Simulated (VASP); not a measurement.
A run of VASP 6.6.1 is set up as follows.

Contents of INCAR:

```
  ALGO = Normal
  EDIFF = 1E-8
  ENCUT = 520
  GGA = PS
  ISIF = 2
  ISMEAR = -1
  LASPH = True
  LCHARG = False
  LEFG = True
  LREAL = False
  LWAVE = False
  NBANDS = 34
  NELM = 60
  PREC = Accurate
  SIGMA = 0.05
```

The input KPOINTS:

```
k-points
0
Gamma
  9 9 8
```

POSCAR

```
Ga
1.0
    2.2327965000     -3.7841760000      0.0000000000
    2.2327965000      3.7841760000      0.0000000000
    0.0000000000      0.0000000000      4.5167000000
Ga
4
Direct
    0.1525000000      0.8475000000      0.0785000000
    0.6525000000      0.3475000000      0.4215000000
    0.8475000000      0.1525000000      0.9215000000
    0.3475000000      0.6525000000      0.5785000000
```

Potentials or basis: VASP PAW PBE potentials, release 64 (Ga_d).

Run with:

```console
$ cat potpaw_PBE.64/Ga_d/POTCAR > POTCAR
$ mpirun -np 1 vasp_std > vasp.out
```

Problem. What does it give for the largest force?

Solution. 0.482 eV/Å.

Problem. Estimate the band gap on the k mesh.

Solution. Zero (band 26 reaches 5.56 eV, above the bottom of band 27 at 4.29 eV).

Forces on the atoms (eV/Å):
```
Ga   0.000 -0.463  0.135
Ga   0.000 -0.463 -0.135
Ga   0.000  0.463 -0.135
Ga   0.000  0.463  0.135
```

Caveat: the cell differs from its parent crystal (equal xx and yy strain of -1 %); without QUAD_EFG the Cq values of the log hold for a quadrupole moment of 1 mb, not for the nuclei; the PAW data sets were made with another functional, which shifts forces and pressure a little.
